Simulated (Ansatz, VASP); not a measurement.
## La2NbO5 in VASP and in Ansatz

```xyz
16
Lattice="-4.5160 4.5160 3.0970 4.5160 -4.5160 3.0970 4.5160 4.5160 -3.0970" Properties=species:S:1:pos:R:3 pbc="T T T"
La    3.5031    1.5753    0.0000
La    2.9407   -1.0130    3.0970
La    1.5753    5.5290    0.0000
La    1.0130    2.9407    3.0970
Nb    0.0000    0.0000    4.7993
Nb    0.0000    0.0000    1.3947
O     2.7932    3.6717    1.4116
O     1.7228    0.8443    4.5086
O    -0.8443    1.7228    4.5086
O     5.3603    2.7932    1.4116
O     2.7932    3.6717   -1.4116
O     1.7228    0.8443    1.6854
O    -0.8443    1.7228    1.6854
O     5.3603    2.7932   -1.4116
O     0.0000    4.5160    1.5485
O     4.5160    0.0000    1.5485
```

Alike in both runs: functional PBE; k mesh 4 × 4 × 4; occupations gaussian, width 0.1 eV; no spin polarisation.

Ansatz relaxed the structure, and its values are those at the end. VASP's run is a single point on that final structure, the one shown.

|  | VASP | Ansatz |
| --- | --- | --- |
| version | VASP 6.6.1 | Ansatz 0.2.0 |
| potentials or method | VASP PAW PBE potentials, release 64 (La, Nb_sv, O), cutoff 520 eV | scalar-relativistic, plane waves, PAW |
| valence electrons in the cell | 130 | 130 |

```csv
,VASP,Ansatz,Ansatz less VASP
gap on the k mesh at the Fermi level (eV),1.69,1.68,-0.012
least direct gap on the mesh (eV),1.70,1.68,-0.012
pressure (GPa),-0.3,0.0,+0.28
rms of the force components (eV/Å),0.015,0.014,-0.0009
```

Spin-orbit coupling is off throughout.
